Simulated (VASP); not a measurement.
## InAs: single point with PBE

Crystal: InAs.

```
In As
1.0
     0.00000    3.06192    3.06192
     3.06192    0.00000    3.06192
     3.06192    3.06192    0.00000
In As
1 1
Cartesian
  0.0000 0.0000 0.0000
  1.5310 1.5310 1.5310
```

This cell differs from its parent crystal: volume scaled by 0.97.

```
Program             : VASP 6.6.1
Task                : single point
Functional          : PBE
Potentials or basis : VASP PAW PBE potentials, release 64 (In_d, As)
Cutoff              : 520 eV
k mesh              : 12 × 12 × 12
Occupations         : gaussian, width 0.1 eV
Spin                : no spin polarisation
```

- Pressure: 1.7 GPa
- Band gap on the k mesh: zero (filled and empty bands touch)

Levels at points of the mesh, in eV from the Fermi level:
```
           k point  band 5  band 6  band 7  band 8  band 9  band 10  band 11  band 12  band 13  band 14
(0.00, 0.00, 0.00)  -14.27  -11.69   -0.45   -0.06   -0.06    -0.06     3.83     3.83     3.83     7.32
(0.50, 0.00, 0.00)  -14.26  -10.33   -5.64   -1.00   -1.00     0.81     4.59     4.59     6.74     8.78
(0.50, 0.50, 0.00)  -14.25   -9.83   -5.74   -2.26   -2.26     1.55     1.99     8.88     8.95     8.95
```

Wall time 47 s on 1 thread of Intel(R) Xeon(R) Platinum 8488C (Sapphire Rapids), on a shared host, peak memory 0.22 GiB.

Caveat: spin-orbit coupling is left out, which moves the levels of the heavy elements.
